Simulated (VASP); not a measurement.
# PbS (Cmcm) in VASP: further runs

PbS is run at these levels: PBEsol; tasks: single point, relaxation of cell and atoms.

Program: VASP 6.6.1. These are calculated values, not measurements. Logs are shortened: lines on timing, memory, paths and dates and some standing lists are left out, and cuts for length are marked.

## 1. The cell of the first run

It takes space group Cmcm (No. 63, orthorhombic). The conventional cell has a = 4.099 Å, b = 11.597 Å, c = 4.234 Å, α = 90.00°, β = 90.00°, γ = 90.00°. Within 3.8 Å of Pb (site symmetry m2m) lie 7 S at 2.69 to 3.72 Å and 2 Pb at 3.63 Å. S (site symmetry m2m) has 5 Pb at 2.69 to 2.95 Å within 3.5 Å.

## 2. Single point, PBEsol

The input, INCAR:

```
PREC     = Accurate       # precision mode
ENCUT    = 520            # plane-wave cutoff, eV
EDIFF    = 1E-6           # SCF threshold, eV
ISMEAR   = 0              # smearing method
SIGMA    = 0.02           # smearing width, eV
LREAL    = F              # projectors in reciprocal space
LASPH    = T              # aspherical terms in the spheres
NELM     = 100            # most SCF steps
ALGO     = Normal         # electronic algorithm
ISIF     = 2              # what is computed and relaxed
LWAVE    = F              # write WAVECAR
LCHARG   = T              # write CHGCAR
GGA      = PS             # functional
LELF     = T              # ELF
LVHAR    = T            
NBANDS   = 28             # bands
```

The input, KPOINTS:

```
Automatic mesh
0
Gamma
  8 8 6
```

The input, POSCAR:

```
PbS
1.0
    2.0493556864     -5.7987452744      0.0000000000
    2.0493556864      5.7987452744      0.0000000000
    0.0000000000      0.0000000000      4.2340589195
Pb S
2 2
Direct
    0.8728981455      0.1271018545      0.7500000000
    0.1271018545      0.8728981455      0.2500000000
    0.6410206375      0.3589793625      0.7500000000
    0.3589793625      0.6410206375      0.2500000000
```

Potentials or basis: VASP PAW PBE potentials, release 64 (Pb_d, S).

On the command line:

```
$ cat potpaw_PBE.64/Pb_d/POTCAR potpaw_PBE.64/S/POTCAR > POTCAR
$ mpirun -np 1 vasp_std > vasp.out
```

OUTCAR:

```text
PREC = Accurate
   ENCUT = 520
   EDIFF = 1E-6
   ISMEAR = 0
   LREAL = F
   LASPH = T
   NELM = 100
   ISIF = 2
   GGA = PS

 ion  position               nearest neighbor table
   1  0.873  0.127  0.750-   3 2.69   4 2.95   4 2.95   4 2.95   4 2.95   2 3.63   2 3.63   2 4.10
                             2 4.10   2 4.10   2 4.10
   2  0.127  0.873  0.250-   4 2.69   3 2.95   3 2.95   3 2.95   3 2.95   1 3.63   1 3.63   1 4.10
                             1 4.10   1 4.10   1 4.10
   3  0.641  0.359  0.750-   1 2.69   2 2.95   2 2.95   2 2.95   2 2.95
   4  0.359  0.641  0.250-   2 2.69   1 2.95   1 2.95   1 2.95   1 2.95

  LATTYP: Found a base centered orthorhombic cell.
 ALAT       =     4.0987113728
 B/A-ratio  =     2.8295455557
 C/A-ratio  =     1.0330219755

  Lattice vectors:

 A1 = (   2.0493556864,  -5.7987452744,   0.0000000000)
 A2 = (   2.0493556864,   5.7987452744,   0.0000000000)
 A3 = (   0.0000000000,   0.0000000000,   4.2340589195)

Analysis of symmetry for initial positions (statically):
=====================================================================
 Subroutine PRICEL returns:
 Original cell was already a primitive cell.

 Routine SETGRP: Setting up the symmetry group for a
 base centered orthorhombic supercell.

 Subroutine GETGRP returns: Found  8 space group operations
 (whereof  4 operations were pure point group operations)
 out of a pool of  8 trial point group operations.

The static configuration has the point symmetry C_2h.
 The point group associated with its full space group is D_2h.

Analysis of symmetry for dynamics (positions and initial velocities):
=====================================================================
 Subroutine PRICEL returns:
 Original cell was already a primitive cell.

 Routine SETGRP: Setting up the symmetry group for a
 base centered orthorhombic supercell.

 Subroutine GETGRP returns: Found  8 space group operations
 (whereof  4 operations were pure point group operations)
 out of a pool of  8 trial point group operations.

The dynamic configuration has the point symmetry C_2h.
 The point group associated with its full space group is D_2h.

 Subroutine INISYM returns: Found  8 space group operations
 (whereof  4 operations are pure point group operations),
 and found     1 'primitive' translations

----------------------------------------------------------------------------------------

                                     Primitive cell

  volume of cell :     100.6325

  direct lattice vectors                    reciprocal lattice vectors
     2.049355686 -5.798745274  0.000000000     0.243979121 -0.086225550  0.000000000
     2.049355686  5.798745274  0.000000000     0.243979121  0.086225550  0.000000000
     0.000000000  0.000000000  4.234058919     0.000000000  0.000000000  0.236179992

  length of vectors
     6.150228084  6.150228084  4.234058919     0.258767574  0.258767574  0.236179992

  position of ions in fractional coordinates (direct lattice)
     0.872898146  0.127101854  0.750000000
     0.127101854  0.872898146  0.250000000
     0.641020637  0.358979363  0.750000000
     0.358979363  0.641020637  0.250000000

  ion indices of the primitive-cell ions
   primitive index   ion index
                 1           1
                 2           2
                 3           3
                 4           4

----------------------------------------------------------------------------------------

 KPOINTS: Automatic mesh

Automatic generation of k-mesh.
 Grid dimensions read from file:
 generate k-points for:    8    8    6

 Generating k-lattice:

  Cartesian coordinates                     Fractional coordinates (reciprocal lattice)
     0.030497390 -0.010778194  0.000000000     0.125000000  0.000000000  0.000000000
     0.030497390  0.010778194  0.000000000     0.000000000  0.125000000  0.000000000
     0.000000000  0.000000000  0.039363332     0.000000000  0.000000000  0.166666667

  Length of vectors
     0.032345947  0.032345947  0.039363332

  Shift w.r.t. Gamma in fractional coordinates (k-lattice)
     0.000000000  0.000000000  0.000000000

 Subroutine IBZKPT returns following result:
 ===========================================

 Found     84 irreducible k-points:

 Following reciprocal coordinates:
            Coordinates               Weight
  0.000000  0.000000  0.000000      1.000000
  0.125000  0.000000  0.000000      4.000000
  0.250000  0.000000  0.000000      4.000000
  0.375000  0.000000  0.000000      4.000000
  0.500000  0.000000  0.000000      2.000000
  0.125000  0.125000  0.000000      2.000000
[... 16 lines left out ...]
  0.125000  0.000000  0.166667      8.000000
  0.250000  0.000000  0.166667      8.000000
 [... further k-points ...]
   k-points           NKPTS =     84   k-points in BZ     NKDIM =     84   number of bands    NBANDS=     28
   number of dos      NEDOS =    301   number of ions     NIONS =      4
   total plane-waves  NPLWV =  73728
   dimension x,y,z NGX =    48 NGY =   48 NGZ =   32
   dimension x,y,z NGXF=    96 NGYF=   96 NGZF=   64
   ions per type =               2   2
   NGX,Y,Z   is equivalent  to a cutoff of  12.97, 12.97, 12.56 a.u.
   NGXF,Y,Z  is equivalent  to a cutoff of  25.95, 25.95, 25.13 a.u.
 SYSTEM =  unknown system
   PREC   = accura    normal or accurate (medium, high low for compatibility)
   ISTART =      0    job   : 0-new  1-cont  2-samecut
   ICHARG =      2    charge: 1-file 2-atom 10-const
   ISPIN  =      1    spin polarized calculation?
   LNONCOLLINEAR =      F non collinear calculations
   LSORBIT =      F    spin-orbit coupling
   LASPH  =      T    aspherical Exc in radial PAW
   ENCUT  =  520.0 eV  38.22 Ry    6.18 a.u.  11.44 11.44  7.87*2*pi/ulx,y,z
   NELM   =    100;   NELMIN=  2; NELMDL= -5     # of ELM steps
   EDIFF  = 0.1E-05   stopping-criterion for ELM
   LREAL  =      F    real-space projection
   EDIFFG = 0.1E-04   stopping-criterion for IOM
   NSW    =      0    number of steps for IOM
   IBRION =     -1    ionic relax: 0-MD 1-quasi-New 2-CG
   NFREE  =      0    steps in history (QN), initial steepest desc. (CG)
   ISIF   =      2    stress and relaxation
   ISYM   =      2    0-nonsym 1-usesym 2-fastsym
   POTIM  = 0.5000    time-step for ionic-motion
   TEBEG  =    0.0;   TEEND  =   0.0 temperature during run
   PSTRESS=    0.0 pullay stress
   NELECT =      40.0000    total number of electrons
   NUPDOWN=      -1.0000    fix difference up-down
   EMIN   =  10.00;   EMAX   =-10.00  energy-range for DOS
   EFERMI =   0.00;   METHOD = LEGACY
   ISMEAR =     0;   SIGMA  =   0.02  broadening in eV -4-tet -1-fermi 0-gaus
   EFERMI_NEDOS =   21; number of points for ismear=-14 and -15
   IALGO  =     38    algorithm
   IMIX   =      4    mixing-type and parameters
     AMIX     =   0.40;   BMIX     =  1.00
     AMIX_MAG =   1.60;   BMIX_MAG =  1.00
  volume/ion in A,a.u.               =      25.16       169.78
  Fermi-wavevector in a.u.,A,eV,Ry     =   1.203692  2.274648 19.713136  1.448875
  Thomas-Fermi vector in A             =   2.339438
   LORBIT       =      0    0 simple, 1 ext, 2 COOP (PROOUT), +10 PAW based schemes
   GGA     = PS    functional components
   LHFCALC =     F    Hartree Fock is set to
   AEXX    =    0.0000 exact exchange contribution
   IVDW    =     0    specifies the selected vdW correction
   LEPSILON=     F    determine dielectric tensor
   LRPA    =     F    only Hartree local field effects (RPA)
 non-spin polarized calculation
 Gauss-broadening in eV      SIGMA  =   0.02
  energy-cutoff  :      520.00
  volume of cell :      100.63
 maximum number of plane-waves:      2740
 NGX is ok and might be reduce to    48
   NGX = 23   NGY = 23   NGZ = 15

 number of electron      40.0000003 magnetization

 Free energy of the ion-electron system (eV)
  ---------------------------------------------------
  ext. energy  EPLUGINS =         0.00000000
  ---------------------------------------------------
  free energy    TOTEN  =       -18.78093449 eV

  energy without entropy =      -18.78093449  energy(sigma->0) =      -18.78093449

 E-fermi :   5.5740     XC(G=0): -10.0818

 val. band max:        5.4784777959   @ k =   0.5000   0.5000   0.3333
 cond. band min:       6.5656840569   @ k =   0.5000   0.5000   0.0000
 fundamental gap:      1.0872062610
 Fermi energy:         5.5739753679

 k-point     1 :       0.0000    0.0000    0.0000
  band No.  band energies     occupation
      1     -10.9439      2.00000
      2     -10.8259      2.00000
      3     -10.8233      2.00000
      4     -10.7995      2.00000
      5     -10.7563      2.00000
      6     -10.7550      2.00000
[... 20 lines left out ...]
     27      11.6217      0.00000
     28      12.4641      0.00000

 k-point     2 :       0.1250    0.0000    0.0000
  band No.  band energies     occupation
      1     -10.9323      2.00000
      2     -10.8238      2.00000
      3     -10.8177      2.00000
      4     -10.7899      2.00000
      5     -10.7626      2.00000
      6     -10.7581      2.00000
[... 20 lines left out ...]
     27      11.8821      0.00000
     28      12.6809      0.00000

 k-point     3 :       0.2500    0.0000    0.0000
  band No.  band energies     occupation
      1     -10.9028      2.00000
      2     -10.8195      2.00000
      3     -10.8078      2.00000
      4     -10.7792      2.00000
      5     -10.7720      2.00000
      6     -10.7620      2.00000
[... 20 lines left out ...]
     27      12.4504      0.00000
     28      13.1339      0.00000

 k-point     4 :       0.3750    0.0000    0.0000
  band No.  band energies     occupation
      1     -10.8672      2.00000
      2     -10.8165      2.00000
      3     -10.8095      2.00000
      4     -10.7961      2.00000
      5     -10.7755      2.00000
      6     -10.7650      2.00000
[... 20 lines left out ...]
     27      13.4312      0.00000
     28      13.8226      0.00000

 k-point     5 :       0.5000    0.0000    0.0000
  band No.  band energies     occupation
      1     -10.8433      2.00000
      2     -10.8218      2.00000
      3     -10.8154      2.00000
      4     -10.8039      2.00000
      5     -10.7797      2.00000
      6     -10.7653      2.00000
[... 20 lines left out ...]
     27      13.4435      0.00000
     28      14.3892      0.00000

 k-point     6 :       0.1250    0.1250    0.0000
  band No.  band energies     occupation
      1     -10.9058      2.00000
      2     -10.8233      2.00000
      3     -10.8048      2.00000
      4     -10.7730      2.00000
      5     -10.7718      2.00000
      6     -10.7683      2.00000
[... 463 lines left out ...]
      5     -10.7717      2.00000
      6     -10.7713      2.00000
[... 20 lines left out ...]
     27      12.2670      0.00000
     28      12.9446      0.00000

 k-point    22 :       0.0000    0.0000    0.1667
  band No.  band energies     occupation
      1     -10.9229      2.00000
      2     -10.8240      2.00000
      3     -10.8240      2.00000
      4     -10.7874      2.00000
      5     -10.7705      2.00000
      6     -10.7703      2.00000
[... 20 lines left out ...]
     27      11.5063      0.00000
     28      13.2672      0.00000

 k-point    23 :       0.1250    0.0000    0.1667
  band No.  band energies     occupation
      1     -10.9154      2.00000
      2     -10.8235      2.00000
      3     -10.8172      2.00000
      4     -10.7829      2.00000
      5     -10.7791      2.00000
      6     -10.7681      2.00000
[... 20 lines left out ...]
     27      12.3432      0.00000
     28      13.4988      0.00000

 k-point    24 :       0.2500    0.0000    0.1667
  band No.  band energies     occupation
      1     -10.8974      2.00000
      2     -10.8232      2.00000
      3     -10.8145      2.00000
      4     -10.7887      2.00000
      5     -10.7812      2.00000
      6     -10.7536      2.00000
[... 20 lines left out ...]
     27      12.9960      0.00000
     28      13.3402      0.00000

 [... further k-points ...]
[... 5 lines left out ...]
  --------------------------------------------------------------------------------------
  -------------------------------------------------------------------------------------
  Total       -0.0256686     -0.0528325     -0.0152433      0.0000000     -0.0000000      0.0000000
  in kB       -0.4086712     -0.8411501     -0.2426900      0.0000000     -0.0000000      0.0000000
  external PRESSURE =      -0.4975038 kB  Pullay stress =       0.0000000 kB

 VOLUME and BASIS-vectors are now :
 -----------------------------------------------------------------------------
  energy-cutoff  :      520.00
  volume of cell :      100.63
      direct lattice vectors                 reciprocal lattice vectors
     2.049355686 -5.798745274  0.000000000     0.243979121 -0.086225550  0.000000000
     2.049355686  5.798745274  0.000000000     0.243979121  0.086225550  0.000000000
     0.000000000  0.000000000  4.234058919     0.000000000  0.000000000  0.236179992

 POSITION                                       TOTAL-FORCE (eV/Angst)
 -----------------------------------------------------------------------------------
      2.04936     -4.32468      3.17554         0.000000      0.002511     -0.000000
      2.04936      4.32468      1.05851         0.000000     -0.002511      0.000000
      2.04936     -1.63549      3.17554         0.000000      0.001109      0.000000
      2.04936      1.63549      1.05851         0.000000     -0.001109     -0.000000
 -----------------------------------------------------------------------------------
    total drift:                                0.000000      0.000000      0.000000

  FREE ENERGIE OF THE ION-ELECTRON SYSTEM (eV)
  ---------------------------------------------------
  free  energy   TOTEN  =       -18.7809344891 eV

  energy  without entropy=      -18.7809344891  energy(sigma->0) =      -18.78093449
```

It took 4.4 min on 1 thread of Intel Xeon Platinum 8375C at 2.90GHz (Ice Lake), shared host; peak memory 0.37 GiB.

Results:

* Free energy: -18.7809 eV
* Pressure: 0.0 GPa
* Band gap on the k mesh: 1.09 eV (least direct gap 1.16 eV)

Forces on the atoms (eV/Å):
```
Pb   0.000  0.003  0.000
Pb   0.000 -0.003  0.000
S    0.000  0.001  0.000
S    0.000 -0.001  0.000
```

Levels at points of the mesh, in eV from the valence-band top:
```tsv
k point	band 17	band 18	band 19	band 20	band 21	band 22	band 23	band 24
(0.00, 0.00, 0.00)	-2.50	-1.91	-1.63	-0.64	4.51	4.52	4.93	5.52
(0.50, 0.00, 0.00)	-1.52	-1.27	-0.43	-0.37	1.68	1.69	1.94	2.90
(0.50, 0.50, 0.00)	-2.17	-1.81	-1.44	-0.64	1.09	4.39	4.62	4.68
(0.00, 0.00, 0.50)	-1.22	-1.22	-0.07	-0.07	1.64	1.64	2.63	2.63
(0.50, 0.00, 0.50)	-3.50	-3.50	-1.51	-1.51	3.25	3.25	5.44	5.44
(0.50, 0.50, 0.50)	-1.22	-1.22	-0.58	-0.58	1.62	1.62	3.17	3.17
```

Caveat: the PAW data sets were made with another functional, which shifts forces and pressure a little; spin-orbit coupling is left out, which moves the levels of the heavy elements.

(Continued in part 2 of 2.)
